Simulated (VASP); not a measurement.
Runs of VASP 6.6.1 on MgO. The structure is that of space group Fm-3m (No. 225), or close to it. The cells are those of the table. 

| cell | gap on the mesh (eV) | pressure (GPa) |
| --- | --- | --- |
| a = 2.982, b = 2.982, c = 2.952 Å, angles 60.3, 60.3, 60.7°, 2 atoms | (a) | -6.1 |
| a = 2.982 Å, angles 60.0°, 2 atoms | 4.63 | -6.1 |
| a = 2.982, b = 2.982, c = 3.027 Å, angles 59.5, 59.5, 59.0°, 2 atoms | 4.51 | (b) |
| a = 2.982, b = 2.982, c = 2.967 Å, angles 60.2, 60.2, 60.3°, 2 atoms | 4.60 | -6.1 |

Alike in all rows: task single point; level LDA; potentials or basis VASP PAW LDA potentials, release 64 (Mg_sv, O); no spin polarisation; k mesh 8 × 8 × 8; cutoff (eV) 840; smearing fermi-dirac 0.02 eV.

Problem. Fill in the values left out.

Solution. (a) 4.55; (b) -6.0.

Caveats: the cell stands under tension.

